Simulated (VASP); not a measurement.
# Te2Mo (P3m1) in VASP: single point with PBE+D3(BJ)

Aim: the single point of Te2Mo with PBE+D3(BJ).

All numbers are computed with VASP 6.6.1; they aren't measurements. Logs are shortened: lines on timing, memory, paths and dates and some standing lists are left out, and cuts for length are marked.

### Step 1. The cell of the first run

It takes space group P3m1 (No. 156, trigonal). The conventional cell has a = 3.497 Å, b = 3.497 Å, c = 13.710 Å, α = 90.00°, β = 90.00°, γ = 120.00°. Within 3.8 Å of Te (site symmetry 3m) lie 3 Mo at 2.72 Å and 10 Te at 3.50 to 3.80 Å. Within 3.9 Å of Te (site symmetry 3m) lie 9 Te at 2.90 to 3.50 Å and 4 Mo at 3.58 to 3.90 Å. Within 3.6 Å of Te (site symmetry 3m) lie 3 Mo at 2.72 Å and 6 Te at 3.50 Å. Within 3.7 Å of Te (site symmetry 3m) lie 3 Mo at 2.72 Å and 10 Te at 2.90 to 3.63 Å. Mo (site symmetry 3m) has 6 Te at 2.72 to 3.58 Å and 6 Mo at 3.50 Å within 3.6 Å. Mo (site symmetry 3m) has 6 Te at 2.72 Å and 6 Mo at 3.50 Å within 3.6 Å.

### Step 2. Single point, PBE+D3(BJ) (atom 2 (Te) moved by +0.000 Å along [1 0 0] and -1.140 Å along [0 0 1])

Contents of INCAR:

```
PREC = Accurate
ENCUT = 520
EDIFF = 1E-6
ISMEAR = 0
SIGMA = 0.05
LREAL = False
LASPH = True
NELM = 60
ALGO = Normal
ISIF = 2
LWAVE = False
LCHARG = False
GGA = PE
IVDW = 12
NBANDS = 35
```

Contents of KPOINTS:

```
Automatic mesh
0
Gamma
  9 9 2
```

Contents of POSCAR:

```
Te2Mo
1.0
    3.4971168434      0.0000000000      0.0000000000
   -1.7485584217      3.0285920264      0.0000000000
    0.0000000000      0.0000000000     13.7100447864
Te Mo
4 2
Direct
    0.3333333333      0.6666666667      0.1174002796
    0.6666666667      0.3333333333      0.5343863119
    0.6666666667      0.3333333333      0.8825997204
    0.3333333333      0.6666666667      0.3824629750
    0.3333333333      0.6666666667      0.7500692155
    0.6666666667      0.3333333333      0.2499307845
```

Potentials or basis: VASP PAW PBE potentials, release 64 (Te, Mo_sv).

Launch:

```bash
> cat potpaw_PBE.64/Te/POTCAR potpaw_PBE.64/Mo_sv/POTCAR > POTCAR
> mpirun -np 1 vasp_std > vasp.out
```

OUTCAR:

```text
PREC = Accurate
   ENCUT = 520
   EDIFF = 1E-6
   ISMEAR = 0
   LREAL = False
   LASPH = True
   NELM = 60
   ISIF = 2
   GGA = PE
   IVDW = 12
 IVDW          = 12

 ion  position               nearest neighbor table
   1  0.333  0.667  0.117-   6 2.72   6 2.72   6 2.72   4 3.63
   2  0.667  0.333  0.534-   4 2.90   4 2.90   4 2.90   5 3.58   5 3.58   5 3.58
   3  0.667  0.333  0.883-   5 2.72   5 2.72   5 2.72
   4  0.333  0.667  0.382-   6 2.72   6 2.72   6 2.72   2 2.90   2 2.90   2 2.90   1 3.63
   5  0.333  0.667  0.750-   3 2.72   3 2.72   3 2.72   2 3.58   2 3.58   2 3.58
   6  0.667  0.333  0.250-   1 2.72   1 2.72   1 2.72   4 2.72   4 2.72   4 2.72

  LATTYP: Found a hexagonal cell.
 ALAT       =     3.4971168434
 C/A-ratio  =     3.9203851059

  Lattice vectors:

 A1 = (   3.4971168434,   0.0000000000,   0.0000000000)
 A2 = (  -1.7485584217,   3.0285920264,   0.0000000000)
 A3 = (   0.0000000000,   0.0000000000,  13.7100447864)

Analysis of symmetry for initial positions (statically):
=====================================================================
 Subroutine PRICEL returns:
 Original cell was already a primitive cell.

 Routine SETGRP: Setting up the symmetry group for a
 hexagonal supercell.

 Subroutine GETGRP returns: Found  6 space group operations
 (whereof  6 operations were pure point group operations)
 out of a pool of 24 trial point group operations.

The static configuration has the point symmetry C_3v.

Analysis of symmetry for dynamics (positions and initial velocities):
=====================================================================
 Subroutine PRICEL returns:
 Original cell was already a primitive cell.

 Routine SETGRP: Setting up the symmetry group for a
 hexagonal supercell.

 Subroutine GETGRP returns: Found  6 space group operations
 (whereof  6 operations were pure point group operations)
 out of a pool of 24 trial point group operations.

The dynamic configuration has the point symmetry C_3v.

 Subroutine INISYM returns: Found  6 space group operations
 (whereof  6 operations are pure point group operations),
 and found     1 'primitive' translations

----------------------------------------------------------------------------------------

                                     Primitive cell

  volume of cell :     145.2077

  direct lattice vectors                    reciprocal lattice vectors
     3.497116843  0.000000000  0.000000000     0.285949839  0.165093217  0.000000000
    -1.748558422  3.028592026  0.000000000     0.000000000  0.330186434  0.000000000
     0.000000000  0.000000000 13.710044786     0.000000000  0.000000000  0.072939222

  length of vectors
     3.497116843  3.497116843 13.710044786     0.330186434  0.330186434  0.072939222

  position of ions in fractional coordinates (direct lattice)
     0.333333333  0.666666667  0.117400280
     0.666666667  0.333333333  0.534386312
     0.666666667  0.333333333  0.882599720
     0.333333333  0.666666667  0.382462975
     0.333333333  0.666666667  0.750069215
     0.666666667  0.333333333  0.249930785

  ion indices of the primitive-cell ions
   primitive index   ion index
                 1           1
                 2           2
                 3           3
                 4           4
                 5           5
                 6           6

----------------------------------------------------------------------------------------

 KPOINTS: Automatic mesh

Automatic generation of k-mesh.
 Grid dimensions read from file:
 generate k-points for:    9    9    2

 Generating k-lattice:

  Cartesian coordinates                     Fractional coordinates (reciprocal lattice)
     0.031772204  0.018343691  0.000000000     0.111111111 -0.000000000  0.000000000
     0.000000000  0.036687382  0.000000000     0.000000000  0.111111111  0.000000000
     0.000000000  0.000000000  0.036469611     0.000000000  0.000000000  0.500000000

  Length of vectors
     0.036687382  0.036687382  0.036469611

  Shift w.r.t. Gamma in fractional coordinates (k-lattice)
     0.000000000  0.000000000  0.000000000

 Subroutine IBZKPT returns following result:
 ===========================================

 Found     24 irreducible k-points:

 Following reciprocal coordinates:
            Coordinates               Weight
  0.000000  0.000000  0.000000      1.000000
  0.111111  0.000000  0.000000      6.000000
  0.222222  0.000000  0.000000      6.000000
  0.333333  0.000000  0.000000      6.000000
  0.444444  0.000000  0.000000      6.000000
  0.111111  0.111111  0.000000      6.000000
[... 16 lines left out ...]
  0.333333  0.222222  0.500000     12.000000
  0.333333  0.333333  0.500000      2.000000
   k-points           NKPTS =     24   k-points in BZ     NKDIM =     24   number of bands    NBANDS=     35
   number of dos      NEDOS =    301   number of ions     NIONS =      6
   total plane-waves  NPLWV =  84672
   dimension x,y,z NGX =    28 NGY =   28 NGZ =  108
   dimension x,y,z NGXF=    56 NGYF=   56 NGZF=  216
   ions per type =               4   2
   NGX,Y,Z   is equivalent  to a cutoff of  13.31, 13.31, 13.10 a.u.
   NGXF,Y,Z  is equivalent  to a cutoff of  26.62, 26.62, 26.19 a.u.
 SYSTEM =  unknown system
   PREC   = accura    normal or accurate (medium, high low for compatibility)
   ISTART =      0    job   : 0-new  1-cont  2-samecut
   ICHARG =      2    charge: 1-file 2-atom 10-const
   ISPIN  =      1    spin polarized calculation?
   LNONCOLLINEAR =      F non collinear calculations
   LSORBIT =      F    spin-orbit coupling
   LASPH  =      T    aspherical Exc in radial PAW
   ENCUT  =  520.0 eV  38.22 Ry    6.18 a.u.   6.50  6.50 25.49*2*pi/ulx,y,z
   NELM   =     60;   NELMIN=  2; NELMDL= -5     # of ELM steps
   EDIFF  = 0.1E-05   stopping-criterion for ELM
   LREAL  =      F    real-space projection
   EDIFFG = 0.1E-04   stopping-criterion for IOM
   NSW    =      0    number of steps for IOM
   IBRION =     -1    ionic relax: 0-MD 1-quasi-New 2-CG
   NFREE  =      0    steps in history (QN), initial steepest desc. (CG)
   ISIF   =      2    stress and relaxation
   ISYM   =      2    0-nonsym 1-usesym 2-fastsym
   POTIM  = 0.5000    time-step for ionic-motion
   TEBEG  =    0.0;   TEEND  =   0.0 temperature during run
   PSTRESS=    0.0 pullay stress
   NELECT =      52.0000    total number of electrons
   NUPDOWN=      -1.0000    fix difference up-down
   EMIN   =  10.00;   EMAX   =-10.00  energy-range for DOS
   EFERMI =   0.00;   METHOD = LEGACY
   ISMEAR =     0;   SIGMA  =   0.05  broadening in eV -4-tet -1-fermi 0-gaus
   EFERMI_NEDOS =   21; number of points for ismear=-14 and -15
   IALGO  =     38    algorithm
   IMIX   =      4    mixing-type and parameters
     AMIX     =   0.40;   BMIX     =  1.00
     AMIX_MAG =   1.60;   BMIX_MAG =  1.00
  volume/ion in A,a.u.               =      24.20       163.32
  Fermi-wavevector in a.u.,A,eV,Ry     =   1.162553  2.196906 18.388668  1.351529
  Thomas-Fermi vector in A             =   2.299113
   LORBIT       =      0    0 simple, 1 ext, 2 COOP (PROOUT), +10 PAW based schemes
   GGA     = PE    functional components
   LHFCALC =     F    Hartree Fock is set to
   AEXX    =    0.0000 exact exchange contribution
   IVDW    =    12    specifies the selected vdW correction
   LEPSILON=     F    determine dielectric tensor
   LRPA    =     F    only Hartree local field effects (RPA)
 non-spin polarized calculation
 Gauss-broadening in eV      SIGMA  =   0.05
  energy-cutoff  :      520.00
  volume of cell :      145.21
 maximum number of plane-waves:      3998
 NGX is ok and might be reduce to    28
   NGX = 13   NGY = 13   NGZ = 51

 number of electron      51.9999998 magnetization

 Free energy of the ion-electron system (eV)
  ---------------------------------------------------
  ext. energy  EPLUGINS =         0.00000000
  ---------------------------------------------------
  free energy    TOTEN  =       -32.34765723 eV

  energy without entropy =      -32.34394413  energy(sigma->0) =      -32.34580068

 E-fermi :   9.0732     XC(G=0): -10.6979

 val. band max:        9.0601950517   @ k =   0.2222   0.2222   0.0000
 cond. band min:       9.0774579267   @ k =   0.1111   0.1111   0.5000
 fundamental gap:      0.0172628750
 Fermi energy:         9.0731715432

 k-point     1 :       0.0000    0.0000    0.0000
  band No.  band energies     occupation
      1     -52.0557      2.00000
      2     -51.9964      2.00000
      3     -26.1886      2.00000
      4     -26.1500      2.00000
      5     -26.0566      2.00000
      6     -26.0566      2.00000
[... 27 lines left out ...]
     34      12.1609      0.00000
     35      12.3293      0.00000

 k-point     2 :       0.1111    0.0000    0.0000
  band No.  band energies     occupation
      1     -52.0546      2.00000
      2     -51.9951      2.00000
      3     -26.1849      2.00000
      4     -26.1476      2.00000
      5     -26.0707      2.00000
      6     -26.0685      2.00000
[... 27 lines left out ...]
     34      12.0907      0.00000
     35      12.8198      0.00000

 k-point     3 :       0.2222    0.0000    0.0000
  band No.  band energies     occupation
      1     -52.0518      2.00000
      2     -51.9919      2.00000
      3     -26.1755      2.00000
      4     -26.1418      2.00000
      5     -26.1103      2.00000
      6     -26.1062      2.00000
[... 27 lines left out ...]
     34      12.2569      0.00000
     35      12.6724      0.00000
[... 723 lines left out ...]
 k-point    23 :       0.3333    0.2222    0.5000
  band No.  band energies     occupation
      1     -52.0455      2.00000
      2     -51.9849      2.00000
      3     -26.1714      2.00000
      4     -26.1597      2.00000
      5     -26.1549      2.00000
      6     -26.1267      2.00000
[... 27 lines left out ...]
     34      12.4197      0.00000
     35      13.5155      0.00000

 k-point    24 :       0.3333    0.3333    0.5000
  band No.  band energies     occupation
      1     -52.0450      2.00000
      2     -51.9843      2.00000
      3     -26.1583      2.00000
      4     -26.1530      2.00000
      5     -26.1457      2.00000
      6     -26.1405      2.00000
[... 27 lines left out ...]
     34      12.2578      0.00000
     35      13.6039      0.00000

------------------------ aborting loop because EDIFF is reached ----------------------------------------

 Edisp (eV)   -3.53809

 E8    (eV) :    -1.6296

  FORCE on cell =-STRESS in cart. coord.  units (eV):
  Direction    XX          YY          ZZ          XY          YZ          ZX
  --------------------------------------------------------------------------------------
  -------------------------------------------------------------------------------------
  Total      -1.09851    -1.09851    -0.26698     0.00000     0.00000    -0.00000
  in kB     -12.12065   -12.12065    -2.94579     0.00000     0.00000    -0.00000
  external pressure =       -9.06 kB  Pullay stress =        0.00 kB

 VOLUME and BASIS-vectors are now :
 -----------------------------------------------------------------------------
  energy-cutoff  :      520.00
  volume of cell :      145.21
      direct lattice vectors                 reciprocal lattice vectors
     3.497116843  0.000000000  0.000000000     0.285949839  0.165093217  0.000000000
    -1.748558422  3.028592026  0.000000000     0.000000000  0.330186434  0.000000000
     0.000000000  0.000000000 13.710044786     0.000000000  0.000000000  0.072939222

 POSITION                                       TOTAL-FORCE (eV/Angst)
 -----------------------------------------------------------------------------------
     -0.00000      2.01906      1.60956        -0.000000     -0.000000     -0.018299
      1.74856      1.00953      7.32646        -0.000000     -0.000000      5.077350
      1.74856      1.00953     12.10048        -0.000000     -0.000000     -0.916845
     -0.00000      2.01906      5.24358        -0.000000     -0.000000     -2.444767
     -0.00000      2.01906     10.28348         0.000000     -0.000000     -1.141319
      1.74856      1.00953      3.42656        -0.000000      0.000000     -0.556120
 -----------------------------------------------------------------------------------
    total drift:                               -0.000000      0.000000      0.000674

  FREE ENERGIE OF THE ION-ELECTRON SYSTEM (eV)
  ---------------------------------------------------
  free  energy   TOTEN  =       -35.8857502633 eV

  energy  without entropy=      -35.8820371660  energy(sigma->0) =      -35.88389371
```

It took 4.3 min on 1 thread of Intel Xeon 8259CL, shared host; peak memory 0.35 GiB.

Results:

| Quantity | Value |
| --- | --- |
| Free energy | -35.8858 eV |
| Pressure | -0.9 GPa |
| Largest force | 5.077 eV/Å |
| Band gap on the k mesh | zero (bands 26 and 27 overlap by 0.57 eV) |
| Dispersion energy per atom | -0.590 eV |

Forces on the atoms (eV/Å):
```
Te   0.000  0.000 -0.018
Te   0.000  0.000  5.077
Te   0.000  0.000 -0.917
Te   0.000  0.000 -2.445
Mo   0.000  0.000 -1.141
Mo   0.000  0.000 -0.556
```

Levels at points of the mesh, in eV from the Fermi level:
```csv
k point,band 23,band 24,band 25,band 26,band 27,band 28,band 29,band 30
"(0.00, 0.00, 0.00)",-0.26,-0.19,-0.19,0.53,0.72,0.72,2.35,2.35
"(0.00, 0.00, 0.50)",-0.23,-0.20,-0.20,0.27,0.72,0.72,2.35,2.35
```

Caveat: the cell differs from its parent crystal (atom 2 (Te) moved by +0.000 Å along [1 0 0] and -1.140 Å along [0 0 1]); spin-orbit coupling is left out, which moves the levels of the heavy elements; forces of over 1 eV/Å act on the atoms, so gaps and moduli don't describe the material at rest.
